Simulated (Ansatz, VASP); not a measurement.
## Two plane-wave programs on HfS4

```
Hf S
1.0
     4.73616    0.00000    0.00000
     0.00000    4.73616    0.00000
     0.00000    0.00000    5.26889
Hf S
1 4
Direct
  0.00000 0.00000 0.00000
  0.00000 0.50000 0.30475
  0.50000 0.00000 0.30475
  0.00000 0.50000 0.69525
  0.50000 0.00000 0.69525
```

Alike in both runs: task relaxation of cell and atoms; functional PBE; k mesh 4 × 4 × 4; occupations gaussian, width 0.1 eV; no spin polarisation.

|  | VASP | Ansatz |
| --- | --- | --- |
| version | VASP 6.6.1 | Ansatz 0.2.0 |
| potentials or method | VASP PAW PBE potentials, release 64 (Hf_pv, S), cutoff 600 eV | scalar-relativistic, plane waves, PAW |
| valence electrons in the cell | 34 | 50 |

Ansatz gave:

```
gap on the k mesh at the Fermi level, each at its own relaxed structure (eV) : none
relaxed volume (Å³/atom)                                                     : 20.83
relaxed length of the cell vector where the two differ most in proportion (Å)              : 4.859
```

**Question.** Estimate VASP's values.

**Answer.** gap on the k mesh at the Fermi level, each at its own relaxed structure (eV): none; relaxed volume (Å³/atom): 20.72; relaxed length of the cell vector where the two differ most in proportion (Å): 4.849.

A gap of «none» marks a metal or a gap that the smearing closes. VASP's potentials hold 34 valence electrons a cell and Ansatz's 50, so a difference there can come from the potentials and not from the codes.

Neither program's run includes spin-orbit coupling.
